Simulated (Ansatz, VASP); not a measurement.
# One calculation of TaAl3N4, two programs

```xyz
8
Lattice="-2.3570 2.3570 4.7140 2.3570 -2.3570 4.7140 2.3570 2.3570 -4.7140" Properties=species:S:1:pos:R:3 pbc="T T T"
Ta    0.0000    0.0000    4.7140
Al    2.3570    0.0000    2.3570
Al    0.0000    2.3570    2.3570
Al    0.0000    0.0000    0.0000
N     0.0000    2.3570    0.0000
N     2.3570    0.0000    0.0000
N     0.0000    0.0000    2.3570
N     0.0000    0.0000    7.0711
```

Alike in both runs: task single point; functional PBE; k mesh 6 × 6 × 6; occupations gaussian, width 0.1 eV; no spin polarisation.

|  | VASP | Ansatz |
| --- | --- | --- |
| version | VASP 6.6.1 | Ansatz 0.2.0 |
| potentials or method | VASP PAW PBE potentials, release 64 (Ta_pv, Al, N), cutoff 520 eV | scalar-relativistic, plane waves, PAW |
| valence electrons in the cell | 40 | 42 |

VASP gave:

- gap on the k mesh at the Fermi level (eV): none
- rms of the force components (eV/Å): 0.009

Q: Estimate Ansatz's values.

A: gap on the k mesh at the Fermi level (eV): none; rms of the force components (eV/Å): 0.006.

Atom by atom the forces differ by 0.004 eV/Å (rms over components). A gap of «none» marks a metal or a gap that the smearing closes. VASP's potentials hold 40 valence electrons a cell and Ansatz's 42, so a difference there can come from the potentials and not from the codes.

Neither program's run includes spin-orbit coupling.
